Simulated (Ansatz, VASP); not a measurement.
**Two plane-wave programs on CdSe**

File INCAR:

```
SYSTEM = CdSe
ALGO = Normal
EDIFF = 1E-6
ENCUT = 520
GGA = PS
ISIF = 2
ISMEAR = 0
LASPH = .TRUE.
LCHARG = .FALSE.
LREAL = .FALSE.
LWAVE = .FALSE.
NBANDS = 16
NELM = 100
PREC = Accurate
SIGMA = 0.05
```

File KPOINTS:

```
k-points
0
G
  10 10 10
  0 0 0
```

POSCAR

```
CdSe
1.0
    0.0000000000      3.0218227885      3.0218227885
    3.0218227885      0.0000000000      3.0218227885
    3.2800879095      3.2800879095     -0.2582651210
Cd Se
1 1
Direct
    0.0000000000      0.0000000000      0.0000000000
    0.7500000000      0.7500000000      0.7500000000
```

Input for Ansatz:

```yaml
crystal:
  lattice:
    - [0.0, 3.0218227885, 3.0218227885]
    - [3.0218227885, 0.0, 3.0218227885]
    - [3.2800879095, 3.2800879095, -0.258265121]
  atoms:
    - { symbol: Cd, position: [0.0, 0.0, 0.0] }
    - { symbol: Se, position: [0.75, 0.75, 0.75] }
basis:
  ecutwfc: 420
kpoints:
  mp_grid: { grid: [10, 10, 10] }
hamiltonian:
  xc: pbesol
scf:
  occupations: { method: gaussian, width: 0.05 }
output:
  forces: true
  stress: true
  eigenvalues: true
```

Alike in both runs: task single point; functional PBEsol; k mesh 10 × 10 × 10; occupations gaussian, width 0.05 eV; no spin polarisation.

|  | VASP | Ansatz |
| --- | --- | --- |
| version | VASP 6.6.1 | Ansatz 0.2.0 |
| potentials or method | VASP PAW PBE potentials, release 64 (Cd, Se), cutoff 520 eV | scalar-relativistic, plane waves, PAW |
| valence electrons in the cell | 18 | 36 |

Ansatz gave:

| Item | Value |
| --- | --- |
| gap on the k mesh at the Fermi level (eV) | 0.28 |
| least direct gap on the mesh (eV) | 0.28 |
| pressure (GPa) | -3.3 |
| traceless stress, the component that is largest in VASP (GPa) | -1.90 |
| rms of the force components (eV/Å) | 0.098 |

**Question.** Which values does VASP return?

**Answer.** gap on the k mesh at the Fermi level (eV): 0.28; least direct gap on the mesh (eV): 0.28; pressure (GPa): -3.1; traceless stress, the component that is largest in VASP (GPa): -1.96; rms of the force components (eV/Å): 0.111.

VASP's potentials were made for PBE, not for PBEsol. Atom by atom the forces differ by 0.013 eV/Å (rms over components). VASP's potentials hold 18 valence electrons a cell and Ansatz's 36, so a difference there can come from the potentials and not from the codes.
